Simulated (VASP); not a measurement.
Runs of VASP 6.6.1 on CsI. The structure is cubic, space group Pm-3m (No. 221). Conventional cell: a = 4.567 Å, b = 4.567 Å, c = 4.567 Å, α = 90.00°, β = 90.00°, γ = 90.00°. Cs (site symmetry m-3m) has 8 I at 3.95 Å and 6 Cs at 4.57 Å within 5.2 Å. I (site symmetry m-3m) has 8 Cs at 3.95 Å and 6 I at 4.57 Å within 5.2 Å. 

```csv
level,k mesh,cutoff (eV),smearing,tolerance level,purpose,K density,dipole correction,gap on the mesh (eV),pressure (GPa)
SCAN,5 × 5 × 5,290,gaussian 0.03 eV,tight,levels,-,-,(a),0.2
SCAN,18 × 18 × 18,440,tetrahedron,standard,density of states,5 × 5 × 5,-,4.55,0.3
"b88 exchange, pbe correlation",6 × 6 × 6,500,fermi-dirac 0.05 eV,-,-,-,no,3.95,0.9
SCAN,10 × 10 × 10,580,gaussian 0.03 eV,tight,levels,-,-,4.55,0.3
```

Alike in all rows: task single point; potentials or basis VASP PAW PBE potentials, release 64 (Cs_sv, I); no spin polarisation; cell as given.

**Question.** Estimate the missing entries.

**Answer.** (a) 4.59.

Caveats: the PAW data sets were made with another functional, which shifts forces and pressure a little; spin-orbit coupling is left out, which moves the levels of the heavy elements; an odd mesh through Γ misses points on the zone boundary, where band edges can lie (at least some runs).

A k mesh can miss the band edges, and the runs leave out spin-orbit coupling on Cs, I.
